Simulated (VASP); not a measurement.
# Tl (P6_3/mmc) in VASP: a series of runs

Tl is run at these levels: PBEsol; tasks: single point.

Everything below comes from runs of VASP 6.6.1. Logs are shortened: lines on timing, memory, paths and dates and some standing lists are left out, and cuts for length are marked.

**1. The cell of the first run**

It takes space group P6_3/mmc (No. 194, hexagonal). The conventional cell has a = 3.409 Å, b = 3.409 Å, c = 5.450 Å, α = 90.00°, β = 90.00°, γ = 120.00°. Within 4.4 Å of Tl (site symmetry -6m2) lie 12 Tl at 3.36 to 3.41 Å.

**2. Single point, PBEsol**

File INCAR:

```
PREC = Accurate
ENCUT = 520
EDIFF = 1E-7
ISMEAR = -1
SIGMA = 0.05
LREAL = F
LASPH = T
NELM = 80
ALGO = Normal
ISIF = 2
LWAVE = F
LCHARG = F
GGA = PS
NBANDS = 20
```

File KPOINTS:

```
Automatic mesh
0
Gamma
  9 9 5
```

File POSCAR:

```
Tl
1.0
    3.4092915716      0.0000000000      0.0000000000
   -1.7046457858      2.9525331099      0.0000000000
    0.0000000000      0.0000000000      5.4503286843
Tl
2
Direct
    0.6666666667      0.3333333333      0.7500000000
    0.3333333333      0.6666666667      0.2500000000
```

Potentials or basis: VASP PAW PBE potentials, release 64 (Tl_d).

On the command line:

```
cat potpaw_PBE.64/Tl_d/POTCAR > POTCAR
mpirun -np 1 vasp_std > vasp.out
```

OUTCAR:

```text
PREC = Accurate
   ENCUT = 520
   EDIFF = 1E-7
   ISMEAR = -1
   LREAL = F
   LASPH = T
   NELM = 80
   ISIF = 2
   GGA = PS

 ion  position               nearest neighbor table
   1  0.667  0.333  0.750-   2 3.36   2 3.36   2 3.36   2 3.36   2 3.36   2 3.36
   2  0.333  0.667  0.250-   1 3.36   1 3.36   1 3.36   1 3.36   1 3.36   1 3.36

  LATTYP: Found a hexagonal cell.
 ALAT       =     3.4092915716
 C/A-ratio  =     1.5986689815

  Lattice vectors:

 A1 = (   3.4092915716,   0.0000000000,   0.0000000000)
 A2 = (  -1.7046457858,   2.9525331099,   0.0000000000)
 A3 = (   0.0000000000,   0.0000000000,   5.4503286843)

Analysis of symmetry for initial positions (statically):
=====================================================================
 Subroutine PRICEL returns:
 Original cell was already a primitive cell.

 Routine SETGRP: Setting up the symmetry group for a
 hexagonal supercell.

 Subroutine GETGRP returns: Found 24 space group operations
 (whereof 12 operations were pure point group operations)
 out of a pool of 24 trial point group operations.

The static configuration has the point symmetry D_3d.
 The point group associated with its full space group is D_6h.

Analysis of symmetry for dynamics (positions and initial velocities):
=====================================================================
 Subroutine PRICEL returns:
 Original cell was already a primitive cell.

 Routine SETGRP: Setting up the symmetry group for a
 hexagonal supercell.

 Subroutine GETGRP returns: Found 24 space group operations
 (whereof 12 operations were pure point group operations)
 out of a pool of 24 trial point group operations.

The dynamic configuration has the point symmetry D_3d.
 The point group associated with its full space group is D_6h.

 Subroutine INISYM returns: Found 24 space group operations
 (whereof 12 operations are pure point group operations),
 and found     1 'primitive' translations

----------------------------------------------------------------------------------------

                                     Primitive cell

  volume of cell :      54.8633

  direct lattice vectors                    reciprocal lattice vectors
     3.409291572  0.000000000  0.000000000     0.293316068  0.169346111  0.000000000
    -1.704645786  2.952533110  0.000000000     0.000000000  0.338692222  0.000000000
     0.000000000  0.000000000  5.450328684     0.000000000  0.000000000  0.183475173

  length of vectors
     3.409291572  3.409291572  5.450328684     0.338692222  0.338692222  0.183475173

  position of ions in fractional coordinates (direct lattice)
     0.666666667  0.333333333  0.750000000
     0.333333333  0.666666667  0.250000000

  ion indices of the primitive-cell ions
   primitive index   ion index
                 1           1
                 2           2

----------------------------------------------------------------------------------------

 KPOINTS: Automatic mesh

Automatic generation of k-mesh.
 Grid dimensions read from file:
 generate k-points for:    9    9    5

 Generating k-lattice:

  Cartesian coordinates                     Fractional coordinates (reciprocal lattice)
     0.032590674  0.018816235  0.000000000     0.111111111  0.000000000  0.000000000
     0.000000000  0.037632469  0.000000000     0.000000000  0.111111111  0.000000000
     0.000000000  0.000000000  0.036695035     0.000000000  0.000000000  0.200000000

  Length of vectors
     0.037632469  0.037632469  0.036695035

  Shift w.r.t. Gamma in fractional coordinates (k-lattice)
     0.000000000  0.000000000  0.000000000

 Subroutine IBZKPT returns following result:
 ===========================================

 Found     36 irreducible k-points:

 Following reciprocal coordinates:
            Coordinates               Weight
  0.000000  0.000000  0.000000      1.000000
  0.111111  0.000000  0.000000      6.000000
  0.222222  0.000000  0.000000      6.000000
  0.333333 -0.000000  0.000000      6.000000
  0.444444  0.000000  0.000000      6.000000
  0.111111  0.111111  0.000000      6.000000
[... 16 lines left out ...]
  0.333333  0.222222  0.200000     24.000000
  0.333333  0.333333  0.200000      4.000000
 [... further k-points ...]
   k-points           NKPTS =     36   k-points in BZ     NKDIM =     36   number of bands    NBANDS=     20
   number of dos      NEDOS =    301   number of ions     NIONS =      2
   total plane-waves  NPLWV =  32928
   dimension x,y,z NGX =    28 NGY =   28 NGZ =   42
   dimension x,y,z NGXF=    56 NGYF=   56 NGZF=   84
   ions per type =               2
   NGX,Y,Z   is equivalent  to a cutoff of  13.65, 13.65, 12.81 a.u.
   NGXF,Y,Z  is equivalent  to a cutoff of  27.31, 27.31, 25.62 a.u.
 SYSTEM =  unknown system
   PREC   = accura    normal or accurate (medium, high low for compatibility)
   ISTART =      0    job   : 0-new  1-cont  2-samecut
   ICHARG =      2    charge: 1-file 2-atom 10-const
   ISPIN  =      1    spin polarized calculation?
   LNONCOLLINEAR =      F non collinear calculations
   LSORBIT =      F    spin-orbit coupling
   LASPH  =      T    aspherical Exc in radial PAW
   ENCUT  =  520.0 eV  38.22 Ry    6.18 a.u.   6.34  6.34 10.13*2*pi/ulx,y,z
   NELM   =     80;   NELMIN=  2; NELMDL= -5     # of ELM steps
   EDIFF  = 0.1E-06   stopping-criterion for ELM
   LREAL  =      F    real-space projection
   EDIFFG = 0.1E-05   stopping-criterion for IOM
   NSW    =      0    number of steps for IOM
   IBRION =     -1    ionic relax: 0-MD 1-quasi-New 2-CG
   NFREE  =      0    steps in history (QN), initial steepest desc. (CG)
   ISIF   =      2    stress and relaxation
   ISYM   =      2    0-nonsym 1-usesym 2-fastsym
   POTIM  = 0.5000    time-step for ionic-motion
   TEBEG  =    0.0;   TEEND  =   0.0 temperature during run
   PSTRESS=    0.0 pullay stress
   NELECT =      26.0000    total number of electrons
   NUPDOWN=      -1.0000    fix difference up-down
   EMIN   =  10.00;   EMAX   =-10.00  energy-range for DOS
   EFERMI =   0.00;   METHOD = LEGACY
   ISMEAR =    -1;   SIGMA  =   0.05  broadening in eV -4-tet -1-fermi 0-gaus
   EFERMI_NEDOS =   21; number of points for ismear=-14 and -15
   IALGO  =     38    algorithm
   IMIX   =      4    mixing-type and parameters
     AMIX     =   0.40;   BMIX     =  1.00
     AMIX_MAG =   1.60;   BMIX_MAG =  1.00
  volume/ion in A,a.u.               =      27.43       185.12
  Fermi-wavevector in a.u.,A,eV,Ry     =   1.276357  2.411964 22.165068  1.629087
  Thomas-Fermi vector in A             =   2.409017
   LORBIT       =      0    0 simple, 1 ext, 2 COOP (PROOUT), +10 PAW based schemes
   GGA     = PS    functional components
   LHFCALC =     F    Hartree Fock is set to
   AEXX    =    0.0000 exact exchange contribution
   IVDW    =     0    specifies the selected vdW correction
   LEPSILON=     F    determine dielectric tensor
   LRPA    =     F    only Hartree local field effects (RPA)
 non-spin polarized calculation
  energy-cutoff  :      520.00
  volume of cell :       54.86
 maximum number of plane-waves:      1496
 NGX is ok and might be reduce to    28
   NGX = 13   NGY = 13   NGZ = 21

 number of electron      25.9999997 magnetization

 Free energy of the ion-electron system (eV)
  ---------------------------------------------------
  ext. energy  EPLUGINS =         0.00000000
  ---------------------------------------------------
  free energy    TOTEN  =        -5.22885172 eV

  energy without entropy =       -5.21396747  energy(sigma->0) =       -5.22140960

 E-fermi :   6.8059     XC(G=0): -10.5755

 val. band max:        6.8042647787   @ k =   0.2222   0.2222   0.4000
 cond. band min:       6.8454959332   @ k =   0.2222   0.1111   0.2000
 fundamental gap:      0.0412311545
 Fermi energy:         6.8058775615

 k-point     1 :       0.0000    0.0000    0.0000
  band No.  band energies     occupation
      1      -5.0143      2.00000
      2      -4.7361      2.00000
      3      -4.7157      2.00000
      4      -4.7157      2.00000
      5      -4.6546      2.00000
      6      -4.6546      2.00000
[... 12 lines left out ...]
     19      17.8715      0.00000
     20      18.0893      0.00000

 k-point     2 :       0.1111    0.0000    0.0000
  band No.  band energies     occupation
      1      -4.9706      2.00000
      2      -4.7830      2.00000
      3      -4.6694      2.00000
      4      -4.6576      2.00000
      5      -4.6457      2.00000
      6      -4.6181      2.00000
[... 12 lines left out ...]
     19      17.8814      0.00000
     20      18.7940      0.00000

 k-point     3 :       0.2222    0.0000    0.0000
  band No.  band energies     occupation
      1      -4.9760      2.00000
      2      -4.7794      2.00000
      3      -4.7219      2.00000
      4      -4.6749      2.00000
      5      -4.6704      2.00000
      6      -4.5281      2.00000
[... 12 lines left out ...]
     19      17.1575      0.00000
     20      18.2677      0.00000

 k-point     4 :       0.3333   -0.0000    0.0000
  band No.  band energies     occupation
      1      -5.0642      2.00000
      2      -4.8591      2.00000
      3      -4.8307      2.00000
      4      -4.7322      2.00000
      5      -4.5836      2.00000
      6      -4.4755      2.00000
[... 12 lines left out ...]
     19      16.0691      0.00000
     20      17.2856      0.00000

 k-point     5 :       0.4444    0.0000    0.0000
  band No.  band energies     occupation
      1      -5.1260      2.00000
      2      -4.9529      2.00000
      3      -4.8805      2.00000
      4      -4.7696      2.00000
      5      -4.5231      2.00000
      6      -4.5208      2.00000
[... 12 lines left out ...]
     19      15.4067      0.00000
     20      16.7851      0.00000

 k-point     6 :       0.1111    0.1111    0.0000
  band No.  band energies     occupation
      1      -4.9173      2.00000
      2      -4.8324      2.00000
      3      -4.6803      2.00000
      4      -4.6618      2.00000
      5      -4.6493      2.00000
      6      -4.5956      2.00000
[... 12 lines left out ...]
     19      17.5543      0.00000
     20      17.9225      0.00000

 k-point     7 :       0.2222    0.1111    0.0000
  band No.  band energies     occupation
      1      -4.9595      2.00000
      2      -4.8104      2.00000
      3      -4.8100      2.00000
      4      -4.7140      2.00000
      5      -4.6250      2.00000
      6      -4.4843      2.00000
[... 12 lines left out ...]
     19      16.5877      0.00000
     20      17.3129      0.00000
[... 277 lines left out ...]
 k-point    20 :       0.3333    0.1111    0.2000
  band No.  band energies     occupation
      1      -5.0161      2.00000
      2      -4.9649      2.00000
      3      -4.7823      2.00000
      4      -4.7519      2.00000
      5      -4.6440      2.00000
      6      -4.4786      2.00000
[... 12 lines left out ...]
     19      16.8528      0.00000
     20      17.0652      0.00000

 k-point    21 :       0.4444    0.1111    0.2000
  band No.  band energies     occupation
      1      -5.0363      2.00000
      2      -5.0187      2.00000
      3      -4.7924      2.00000
      4      -4.7467      2.00000
      5      -4.6911      2.00000
      6      -4.4294      2.00000
[... 12 lines left out ...]
     19      16.6356      0.00000
     20      16.9121      0.00000

 k-point    22 :       0.2222    0.2222    0.2000
  band No.  band energies     occupation
      1      -4.9331      2.00000
      2      -4.8587      2.00000
      3      -4.7947      2.00000
      4      -4.7858      2.00000
      5      -4.5828      2.00000
      6      -4.5157      2.00000
[... 12 lines left out ...]
     19      16.1250      0.00000
     20      19.3800      0.00000

 k-point    23 :       0.3333    0.2222    0.2000
  band No.  band energies     occupation
      1      -4.9698      2.00000
      2      -4.8851      2.00000
      3      -4.8106      2.00000
      4      -4.7129      2.00000
      5      -4.6301      2.00000
      6      -4.4625      2.00000
[... 12 lines left out ...]
     19      15.3711      0.00000
     20      19.8958      0.00000

 k-point    24 :       0.3333    0.3333    0.2000
  band No.  band energies     occupation
      1      -4.9567      2.00000
      2      -4.8306      2.00000
      3      -4.8306      2.00000
      4      -4.5849      2.00000
      5      -4.5840      2.00000
      6      -4.5840      2.00000
[... 12 lines left out ...]
     19      14.4980      0.00000
     20      22.0892      0.00000

 [... further k-points ...]

------------------------ aborting loop because EDIFF is reached ----------------------------------------

  FORCE on cell =-STRESS in cart. coord.  units (eV):
  Direction    XX          YY          ZZ          XY          YZ          ZX
  --------------------------------------------------------------------------------------
  -------------------------------------------------------------------------------------
  Total        0.4449567      0.4449567      0.9976022      0.0000000      0.0000000      0.0000000
  in kB       12.9941157     12.9941157     29.1330774      0.0000000      0.0000000      0.0000000
  external PRESSURE =      18.3737696 kB  Pullay stress =       0.0000000 kB

 VOLUME and BASIS-vectors are now :
 -----------------------------------------------------------------------------
  energy-cutoff  :      520.00
  volume of cell :       54.86
      direct lattice vectors                 reciprocal lattice vectors
     3.409291572  0.000000000  0.000000000     0.293316068  0.169346111  0.000000000
    -1.704645786  2.952533110  0.000000000     0.000000000  0.338692222  0.000000000
     0.000000000  0.000000000  5.450328684     0.000000000  0.000000000  0.183475173

 POSITION                                       TOTAL-FORCE (eV/Angst)
 -----------------------------------------------------------------------------------
      1.70465      0.98418      4.08775         0.000000     -0.000000      0.000000
     -0.00000      1.96836      1.36258        -0.000000      0.000000      0.000000
 -----------------------------------------------------------------------------------
    total drift:                               -0.000000      0.000000      0.000000

  FREE ENERGIE OF THE ION-ELECTRON SYSTEM (eV)
  ---------------------------------------------------
  free  energy   TOTEN  =        -5.2288517227 eV

  energy  without entropy=       -5.2139674728  energy(sigma->0) =       -5.22140960
```

It took 20 s on 1 thread of Intel Xeon Platinum 8488C (Sapphire Rapids), shared host; peak memory 0.18 GiB.

What came out:

```yaml
Free_energy: -5.2289 eV
Pressure: 1.8 GPa
Band_gap_on_the_k_mesh: zero (band 13 reaches 9.03 eV, above the bottom of band 14 at 5.14 eV)
```

Stress tensor (GPa, compression positive):
```
1.30 0.00 0.00
0.00 1.30 0.00
0.00 0.00 2.91
```

Caveat: the PAW data sets were made with another functional, which shifts forces and pressure a little; spin-orbit coupling is left out, which moves the levels of the heavy elements.

**3. Single point, PBEsol**

This run uses another cell than the first one, of 28.57 Å³/atom, 1.042 times its volume.

File INCAR:

```
SYSTEM = Tl
PREC     = Accurate       ! precision mode
ENCUT    = 520            ! plane-wave cutoff, eV
EDIFF    = 1E-7           ! SCF threshold, eV
ISMEAR   = -1             ! smearing method
SIGMA    = 0.05           ! smearing width, eV
LREAL    = .FALSE.        ! projectors in reciprocal space
LASPH    = .TRUE.         ! aspherical terms in the spheres
NELM     = 100            ! most SCF steps
ALGO     = Fast           ! electronic algorithm
ISIF     = 2              ! what is computed and relaxed
LWAVE    = .FALSE.        ! write WAVECAR
LCHARG   = .FALSE.        ! write CHGCAR
GGA      = PS             ! functional
NBANDS   = 20             ! bands
```

File KPOINTS:

```
Automatic mesh
0
G
  9 9 5
  0 0 0
```

File POSCAR:

```
Tl
1.0
    3.4560000000      0.0000000000      0.0000000000
   -1.7280000000      2.9929837955      0.0000000000
    0.0000000000      0.0000000000      5.5250000000
Tl
2
Direct
    0.6666666667      0.3333333333      0.7500000000
    0.3333333333      0.6666666667      0.2500000000
```

Potentials or basis: VASP PAW PBE potentials, release 64 (Tl_d).

On the command line:

```
cat potpaw_PBE.64/Tl_d/POTCAR > POTCAR
mpirun -np 1 vasp_std > vasp.out
```

Wall time 24 s (1 thread of Intel Xeon Platinum 8488C (Sapphire Rapids), shared host); peak memory 0.18 GiB.

Results (log left out):

```yaml
Free_energy: -5.2440 eV
Pressure: 0.2 GPa
Band_gap_on_the_k_mesh: zero (band 13 reaches 8.48 eV, above the bottom of band 14 at 4.80 eV)
```

Stress tensor (GPa, compression positive):
```
-0.26  0.00  0.00
 0.00 -0.26  0.00
 0.00  0.00  1.01
```

Levels at points of the mesh, in eV from the Fermi level:
| k point | band 11 | band 12 | band 13 | band 14 | band 15 | band 16 |
| --- | --- | --- | --- | --- | --- | --- |
| (0.00, 0.00, 0.00) | -10.03 | -5.08 | -2.83 | 8.01 | 8.01 | 10.10 |

Caveat: the PAW data sets were made with another functional, which shifts forces and pressure a little; spin-orbit coupling is left out, which moves the levels of the heavy elements.
